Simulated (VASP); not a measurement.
# CdS (P6_3/mmc) in VASP: a series of runs

Aim: see how the results for CdS move with the level of theory and the settings. Levels: r2SCAN, HSE06. Tasks: single point.

Program: VASP 6.6.1. These are calculated values, not measurements. Logs are shortened: lines on timing, memory, paths and dates and some standing lists are left out, and cuts for length are marked.

### 1 The cell of the first run

Symmetry: P6_3/mmc, No. 194, hexagonal system. The conventional cell has a = 3.841 Å, b = 3.841 Å, c = 6.445 Å, α = 90.00°, β = 90.00°, γ = 120.00°. Cd (site symmetry -3m) has 6 S at 2.74 Å and 2 Cd at 3.22 Å within 3.6 Å. Within 3.6 Å of S (site symmetry -6m2) lie 6 Cd at 2.74 Å.

### 2 Single point, r2SCAN

POSCAR

```
CdS
1.0
    3.8410415941      0.0000000000      0.0000000000
   -1.9205207970      3.3264395975      0.0000000000
    0.0000000000      0.0000000000      6.4452705884
Cd S
2 2
Direct
    0.0000000000      0.0000000000      0.0000000000
    0.0000000000      0.0000000000      0.5000000000
    0.3333333333      0.6666666667      0.2500000000
    0.6666666667      0.3333333333      0.7500000000
```

INCAR.step1

```
SYSTEM = CdS
  PREC = Accurate
  ENCUT = 520
  ISMEAR = 0
  SIGMA = 0.01
  LREAL = .FALSE.
  LASPH = .TRUE.
  NELM = 60
  NBANDS = 26
  GGA = PE
  ALGO = Normal
  EDIFF = 1E-4
  LWAVE = .TRUE.
  LCHARG = .FALSE.
```

INCAR.step2

```
SYSTEM = CdS
  PREC = Accurate
  ENCUT = 520
  EDIFF = 1E-6
  ISMEAR = 0
  SIGMA = 0.01
  LREAL = .FALSE.
  LASPH = .TRUE.
  NELM = 60
  ALGO = Normal
  ISIF = 2
  LWAVE = .FALSE.
  LCHARG = .TRUE.
  METAGGA = R2SCAN
  LMIXTAU = .TRUE.
  LELF = .TRUE.
  LVHAR = .TRUE.
  NBANDS = 26
  ISTART = 1
```

KPOINTS

```
regular mesh
0
G
  6 6 2
  0 0 0
```

Potentials or basis: VASP PAW PBE potentials, release 64 (Cd, S).

The run is started by

```
$ cat potpaw_PBE.64/Cd/POTCAR potpaw_PBE.64/S/POTCAR > POTCAR
$ cp INCAR.step1 INCAR
$ mpirun -np 1 vasp_std > vasp.out
$ cp INCAR.step2 INCAR
$ mpirun -np 1 vasp_std > vasp.out
```

OUTCAR:

```text
SYSTEM = CdS
   PREC = Accurate
   ENCUT = 520
   EDIFF = 1E-6
   ISMEAR = 0
   LREAL = .FALSE.
   LASPH = .TRUE.
   NELM = 60
   ISIF = 2
   METAGGA = R2SCAN
   ISTART = 1

 ion  position               nearest neighbor table
   1  0.000  0.000  0.000-   3 2.74   4 2.74   3 2.74   4 2.74   4 2.74   3 2.74   2 3.22   2 3.22

   2  0.000  0.000  0.500-   3 2.74   4 2.74   3 2.74   4 2.74   4 2.74   3 2.74   1 3.22   1 3.22

   3  0.333  0.667  0.250-   1 2.74   2 2.74   1 2.74   2 2.74   1 2.74   2 2.74
   4  0.667  0.333  0.750-   1 2.74   2 2.74   1 2.74   2 2.74   1 2.74   2 2.74

  LATTYP: Found a hexagonal cell.
 ALAT       =     3.8410415941
 C/A-ratio  =     1.6780007273

  Lattice vectors:

 A1 = (   3.8410415941,   0.0000000000,   0.0000000000)
 A2 = (  -1.9205207970,   3.3264395975,   0.0000000000)
 A3 = (   0.0000000000,   0.0000000000,   6.4452705884)

Analysis of symmetry for initial positions (statically):
=====================================================================
 Subroutine PRICEL returns:
 Original cell was already a primitive cell.

 Routine SETGRP: Setting up the symmetry group for a
 hexagonal supercell.

 Subroutine GETGRP returns: Found 24 space group operations
 (whereof 12 operations were pure point group operations)
 out of a pool of 24 trial point group operations.

The static configuration has the point symmetry D_3d.
 The point group associated with its full space group is D_6h.

Analysis of symmetry for dynamics (positions and initial velocities):
=====================================================================
 Subroutine PRICEL returns:
 Original cell was already a primitive cell.

 Routine SETGRP: Setting up the symmetry group for a
 hexagonal supercell.

 Subroutine GETGRP returns: Found 24 space group operations
 (whereof 12 operations were pure point group operations)
 out of a pool of 24 trial point group operations.

The dynamic configuration has the point symmetry D_3d.
 The point group associated with its full space group is D_6h.

 Subroutine INISYM returns: Found 24 space group operations
 (whereof 12 operations are pure point group operations),
 and found     1 'primitive' translations

----------------------------------------------------------------------------------------

                                     Primitive cell

  volume of cell :      82.3512

  direct lattice vectors                    reciprocal lattice vectors
     3.841041594  0.000000000  0.000000000     0.260346048  0.150310861  0.000000000
    -1.920520797  3.326439597  0.000000000     0.000000000  0.300621722  0.000000000
     0.000000000  0.000000000  6.445270588     0.000000000  0.000000000  0.155152524

  length of vectors
     3.841041594  3.841041594  6.445270588     0.300621722  0.300621722  0.155152524

  position of ions in fractional coordinates (direct lattice)
     0.000000000  0.000000000  0.000000000
     0.000000000  0.000000000  0.500000000
     0.333333333  0.666666667  0.250000000
     0.666666667  0.333333333  0.750000000

  ion indices of the primitive-cell ions
   primitive index   ion index
                 1           1
                 2           2
                 3           3
                 4           4

----------------------------------------------------------------------------------------

 KPOINTS: regular mesh

Automatic generation of k-mesh.
 Grid dimensions read from file:
 generate k-points for:    6    6    2

 Generating k-lattice:

  Cartesian coordinates                     Fractional coordinates (reciprocal lattice)
     0.043391008  0.025051810  0.000000000     0.166666667 -0.000000000  0.000000000
     0.000000000  0.050103620  0.000000000     0.000000000  0.166666667  0.000000000
     0.000000000  0.000000000  0.077576262     0.000000000  0.000000000  0.500000000

  Length of vectors
     0.050103620  0.050103620  0.077576262

  Shift w.r.t. Gamma in fractional coordinates (k-lattice)
     0.000000000  0.000000000  0.000000000

 Subroutine IBZKPT returns following result:
 ===========================================

 Found     14 irreducible k-points:

 Following reciprocal coordinates:
            Coordinates               Weight
  0.000000  0.000000  0.000000      1.000000
  0.166667 -0.000000  0.000000      6.000000
  0.333333  0.000000  0.000000      6.000000
  0.500000 -0.000000  0.000000      3.000000
  0.166667  0.166667  0.000000      6.000000
  0.333333  0.166667  0.000000     12.000000
  0.333333  0.333333  0.000000      2.000000
  0.000000  0.000000  0.500000      1.000000
  0.166667 -0.000000  0.500000      6.000000
  0.333333  0.000000  0.500000      6.000000
  0.500000 -0.000000  0.500000      3.000000
  0.166667  0.166667  0.500000      6.000000
  0.333333  0.166667  0.500000     12.000000
  0.333333  0.333333  0.500000      2.000000
   k-points           NKPTS =     14   k-points in BZ     NKDIM =     14   number of bands    NBANDS=     26
   number of dos      NEDOS =    301   number of ions     NIONS =      4
   total plane-waves  NPLWV =  43200
   dimension x,y,z NGX =    30 NGY =   30 NGZ =   48
   dimension x,y,z NGXF=    60 NGYF=   60 NGZF=   96
   ions per type =               2   2
   NGX,Y,Z   is equivalent  to a cutoff of  12.98, 12.98, 12.38 a.u.
   NGXF,Y,Z  is equivalent  to a cutoff of  25.97, 25.97, 24.76 a.u.
 SYSTEM =  CdS
   PREC   = accura    normal or accurate (medium, high low for compatibility)
   ISTART =      1    job   : 0-new  1-cont  2-samecut
   ICHARG =      0    charge: 1-file 2-atom 10-const
   ISPIN  =      1    spin polarized calculation?
   LNONCOLLINEAR =      F non collinear calculations
   LSORBIT =      F    spin-orbit coupling
   LASPH  =      T    aspherical Exc in radial PAW
   ENCUT  =  520.0 eV  38.22 Ry    6.18 a.u.   7.14  7.14 11.98*2*pi/ulx,y,z
   NELM   =     60;   NELMIN=  2; NELMDL=  0     # of ELM steps
   EDIFF  = 0.1E-05   stopping-criterion for ELM
   LREAL  =      F    real-space projection
   EDIFFG = 0.1E-04   stopping-criterion for IOM
   NSW    =      0    number of steps for IOM
   IBRION =     -1    ionic relax: 0-MD 1-quasi-New 2-CG
   NFREE  =      0    steps in history (QN), initial steepest desc. (CG)
   ISIF   =      2    stress and relaxation
   ISYM   =      2    0-nonsym 1-usesym 2-fastsym
   POTIM  = 0.5000    time-step for ionic-motion
   TEBEG  =    0.0;   TEEND  =   0.0 temperature during run
   PSTRESS=    0.0 pullay stress
   NELECT =      36.0000    total number of electrons
   NUPDOWN=      -1.0000    fix difference up-down
   EMIN   =  10.00;   EMAX   =-10.00  energy-range for DOS
   EFERMI =   0.00;   METHOD = LEGACY
   ISMEAR =     0;   SIGMA  =   0.01  broadening in eV -4-tet -1-fermi 0-gaus
   EFERMI_NEDOS =   21; number of points for ismear=-14 and -15
   IALGO  =     38    algorithm
   IMIX   =      4    mixing-type and parameters
     AMIX     =   0.40;   BMIX     =  1.00
     AMIX_MAG =   1.60;   BMIX_MAG =  1.00
  volume/ion in A,a.u.               =      20.59       138.93
  Fermi-wavevector in a.u.,A,eV,Ry     =   1.242469  2.347927 21.003727  1.543730
  Thomas-Fermi vector in A             =   2.376823
   LORBIT       =      0    0 simple, 1 ext, 2 COOP (PROOUT), +10 PAW based schemes
   METAGGA = R2SCAN    functional components
   LHFCALC =     F    Hartree Fock is set to
   AEXX    =    0.0000 exact exchange contribution
   IVDW    =     0    specifies the selected vdW correction
   LEPSILON=     F    determine dielectric tensor
   LRPA    =     F    only Hartree local field effects (RPA)
 non-spin polarized calculation
 Gauss-broadening in eV      SIGMA  =   0.01
  energy-cutoff  :      520.00
  volume of cell :       82.35
 maximum number of plane-waves:      2226
 NGX is ok and might be reduce to    30
   NGX = 15   NGY = 15   NGZ = 23

 number of electron      36.0000009 magnetization

 Free energy of the ion-electron system (eV)
  ---------------------------------------------------
  ext. energy  EPLUGINS =         0.00000000
  ---------------------------------------------------
  free energy    TOTEN  =       -58.84930424 eV

  energy without entropy =      -58.84930424  energy(sigma->0) =      -58.84930424

 E-fermi :   2.7673     XC(G=0): -10.9019

 val. band max:        2.6578274374   @ k =   0.0000   0.0000   0.0000
 cond. band min:       3.8989889574   @ k =   0.0000   0.0000   0.0000
 fundamental gap:      1.2411615200
 Fermi energy:         2.7672906838

 k-point     1 :       0.0000    0.0000    0.0000
  band No.  band energies     occupation
      1     -10.6517      2.00000
      2      -9.5729      2.00000
      3      -5.6743      2.00000
      4      -5.6389      2.00000
      5      -5.6389      2.00000
      6      -5.3061      2.00000
[... 18 lines left out ...]
     25      12.4620      0.00000
     26      12.4620      0.00000

 k-point     2 :       0.1667   -0.0000    0.0000
  band No.  band energies     occupation
      1     -10.4388      2.00000
      2      -9.5911      2.00000
      3      -5.6633      2.00000
      4      -5.6277      2.00000
      5      -5.4093      2.00000
      6      -5.3537      2.00000
[... 18 lines left out ...]
     25      11.1824      0.00000
     26      11.6379      0.00000

 k-point     3 :       0.3333    0.0000    0.0000
  band No.  band energies     occupation
      1      -9.9606      2.00000
      2      -9.5990      2.00000
      3      -5.6718      2.00000
      4      -5.6461      2.00000
      5      -5.5112      2.00000
      6      -5.4383      2.00000
[... 18 lines left out ...]
     25      11.0196      0.00000
     26      13.0360      0.00000

 k-point     4 :       0.5000   -0.0000    0.0000
  band No.  band energies     occupation
      1      -9.7693      2.00000
      2      -9.4939      2.00000
      3      -5.7257      2.00000
      4      -5.6676      2.00000
      5      -5.5892      2.00000
      6      -5.5055      2.00000
[... 18 lines left out ...]
     25      11.3266      0.00000
     26      14.6552      0.00000

 k-point     5 :       0.1667    0.1667    0.0000
  band No.  band energies     occupation
      1     -10.0820      2.00000
      2      -9.6113      2.00000
      3      -5.6968      2.00000
      4      -5.5802      2.00000
      5      -5.4143      2.00000
      6      -5.3784      2.00000
[... 18 lines left out ...]
     25      11.6116      0.00000
     26      12.4965      0.00000

 k-point     6 :       0.3333    0.1667    0.0000
  band No.  band energies     occupation
      1      -9.7163      2.00000
      2      -9.5675      2.00000
      3      -5.7139      2.00000
      4      -5.5597      2.00000
      5      -5.4988      2.00000
      6      -5.4493      2.00000
[... 137 lines left out ...]
 k-point    11 :       0.5000   -0.0000    0.5000
  band No.  band energies     occupation
      1      -9.6359      2.00000
      2      -9.6359      2.00000
      3      -5.4036      2.00000
      4      -5.4036      2.00000
      5      -5.3941      2.00000
      6      -5.3941      2.00000
[... 18 lines left out ...]
     25      11.3939      0.00000
     26      11.3939      0.00000

 k-point    12 :       0.1667    0.1667    0.5000
  band No.  band energies     occupation
      1      -9.8464      2.00000
      2      -9.8464      2.00000
      3      -5.4584      2.00000
      4      -5.4584      2.00000
      5      -5.3760      2.00000
      6      -5.3760      2.00000
[... 18 lines left out ...]
     25      11.6911      0.00000
     26      11.6911      0.00000

 k-point    13 :       0.3333    0.1667    0.5000
  band No.  band energies     occupation
      1      -9.6380      2.00000
      2      -9.6380      2.00000
      3      -5.5058      2.00000
      4      -5.5058      2.00000
      5      -5.3420      2.00000
      6      -5.3420      2.00000
[... 18 lines left out ...]
     25      12.3003      0.00000
     26      12.3003      0.00000

 k-point    14 :       0.3333    0.3333    0.5000
  band No.  band energies     occupation
      1      -9.5691      2.00000
      2      -9.5691      2.00000
      3      -5.5809      2.00000
      4      -5.5809      2.00000
      5      -5.2723      2.00000
      6      -5.2723      2.00000
[... 18 lines left out ...]
     25      11.9466      0.00000
     26      11.9466      0.00000

------------------------ aborting loop because EDIFF is reached ----------------------------------------

  FORCE on cell =-STRESS in cart. coord.  units (eV):
  Direction    XX          YY          ZZ          XY          YZ          ZX
  --------------------------------------------------------------------------------------
  -------------------------------------------------------------------------------------
  Total        0.2288767      0.2288767      0.2366371      0.0000000      0.0000000      0.0000000
  in kB        4.4528939      4.4528939      4.6038769      0.0000000      0.0000000      0.0000000
  external PRESSURE =       4.5032216 kB  Pullay stress =       0.0000000 kB

 VOLUME and BASIS-vectors are now :
 -----------------------------------------------------------------------------
  energy-cutoff  :      520.00
  volume of cell :       82.35
      direct lattice vectors                 reciprocal lattice vectors
     3.841041594  0.000000000  0.000000000     0.260346048  0.150310861  0.000000000
    -1.920520797  3.326439597  0.000000000     0.000000000  0.300621722  0.000000000
     0.000000000  0.000000000  6.445270588     0.000000000  0.000000000  0.155152524

 POSITION                                       TOTAL-FORCE (eV/Angst)
 -----------------------------------------------------------------------------------
      0.00000      0.00000      0.00000        -0.000000      0.000000     -0.000000
      0.00000      0.00000      3.22264        -0.000000      0.000000     -0.000000
     -0.00000      2.21763      1.61132         0.000000      0.000000     -0.000000
      1.92052      1.10881      4.83395        -0.000000      0.000000      0.000000
 -----------------------------------------------------------------------------------
    total drift:                               -0.000000      0.000000     -0.000000

  FREE ENERGIE OF THE ION-ELECTRON SYSTEM (eV)
  ---------------------------------------------------
  free  energy   TOTEN  =       -58.8493042404 eV

  energy  without entropy=      -58.8493042404  energy(sigma->0) =      -58.84930424
```

Wall time 86 s (1 thread of Intel Xeon Platinum 8375C at 2.90GHz (Ice Lake), shared host); peak memory 0.21 GiB.

What came out:

```yaml
Free_energy: -58.8493 eV
Pressure: 0.5 GPa
Band_gap_on_the_k_mesh: 1.24 eV, direct
```

Caveat: the k points lie up to 0.49 Å⁻¹ apart; the PAW data sets were made with another functional, which shifts forces and pressure a little. A k mesh can miss the band edges.

### 3 Single point, HSE06

POSCAR is that of step 2.

INCAR.step1

```
PREC = Accurate ; ENCUT = 520
EDIFF = 1E-5 ; ISMEAR = 0
SIGMA = 0.01 ; LREAL = F
LASPH = T ; NELM = 60
ALGO = Normal ; ISIF = 2
LWAVE = T ; LCHARG = F
NBANDS = 26 ; GGA = PE
LUSENCCL = F
```

INCAR.step2

```
PREC = Accurate ; ENCUT = 520
EDIFF = 1E-6 ; ISMEAR = 0
SIGMA = 0.01 ; LREAL = F
LASPH = T ; NELM = 60
ALGO = Normal ; ISIF = 2
LWAVE = F ; LCHARG = F
GGA = PE ; LHFCALC = T
HFSCREEN = 0.2079 ; PRECFOCK = Normal
NBANDS = 26 ; ISTART = 1
LUSENCCL = F
```

KPOINTS

```
Automatic mesh
0
Gamma
  6 6 2
```

Potentials or basis: VASP PAW PBE potentials, release 64 (Cd, S).

The run is started by

```
$ cat potpaw_PBE.64/Cd/POTCAR potpaw_PBE.64/S/POTCAR > POTCAR
$ cp INCAR.step1 INCAR
$ mpirun -np 1 vasp_std > vasp.out
$ cp INCAR.step2 INCAR
$ mpirun -np 1 vasp_std > vasp.out
```

Wall time 11 min (1 × NVIDIA H100 80GB with 1 thread of Intel Xeon Platinum 8481C at 2.70GHz (Sapphire Rapids), shared host); peak memory 1.2 GiB.

The run converged. Its results:

| Quantity | Value |
| --- | --- |
| Free energy | -14.5314 eV |
| Pressure | 0.3 GPa |
| Band gap on the k mesh | 1.64 eV, direct |

Levels at points of the mesh, in eV from the valence-band top:
```csv
k point,band 14,band 15,band 16,band 17,band 18,band 19,band 20,band 21,band 22,band 23
"(0.00, 0.00, 0.00)",-0.93,-0.77,-0.77,0.00,0.00,1.64,4.38,7.90,7.90,8.72
"(0.50, 0.00, 0.00)",-4.05,-3.32,-2.22,-1.46,-0.06,3.55,4.75,4.82,7.02,8.09
"(0.00, 0.00, 0.50)",-3.69,-0.36,-0.36,-0.36,-0.36,4.10,4.10,7.98,7.98,8.37
"(0.50, 0.00, 0.50)",-5.02,-1.42,-1.42,-1.26,-1.26,3.09,3.09,6.88,6.88,9.36
```

Caveat: the k points lie up to 0.49 Å⁻¹ apart; the PAW data sets were made with another functional, which shifts forces and pressure a little. A k mesh can miss the band edges.
